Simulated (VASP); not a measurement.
A run of VASP 6.6.1 is set up as follows.

The input INCAR:

```
SYSTEM = HfC5
ALGO = Normal
EDIFF = 1E-7
EDIFFG = -0.01
ENCUT = 600
GGA = PE
IBRION = 2
ISIF = 3
ISMEAR = 0
LASPH = .TRUE.
LCHARG = .FALSE.
LREAL = .FALSE.
LWAVE = .FALSE.
NELM = 100
NSW = 100
PREC = Accurate
SIGMA = 0.1
```

KPOINTS

```
k-points
0
G
  12 12 14
  0 0 0
```

File POSCAR:

```
HfC5
1.0
    4.6043623181      0.0000000000      0.0000000000
   -2.3021811591      3.9874947357      0.0000000000
    0.0000000000      0.0000000000      2.5962202263
Hf C
1 5
Direct
    0.0000000000      0.0000000000      0.0000000000
    0.0000000000      0.5000000000      0.5000000000
    0.3333333333      0.6666666667      0.0000000000
    0.6666666667      0.3333333333      0.0000000000
    0.5000000000      0.0000000000      0.5000000000
    0.5000000000      0.5000000000      0.5000000000
```

Potentials or basis: VASP PAW PBE potentials, release 64 (Hf_pv, C).

The run is started by

```sh
$ cat potpaw_PBE.64/Hf_pv/POTCAR potpaw_PBE.64/C/POTCAR > POTCAR
$ mpirun -np 1 vasp_std > vasp.out
```

(1) Estimate the band gap on the k mesh.

(2) What does it give for the space group after relaxing (to 0.1 Å)?

(3) Predict the relaxed cell.

Answers

(1) zero (bands 15 and 16 overlap by 2.96 eV).

(2) P6/mmm (No. 191).

(3) a = 4.613 Å, b = 4.613 Å, c = 2.572 Å, α = 90.00°, β = 90.00°, γ = 120.00°.

Caveat: spin-orbit coupling is left out, which moves the levels of the heavy elements.
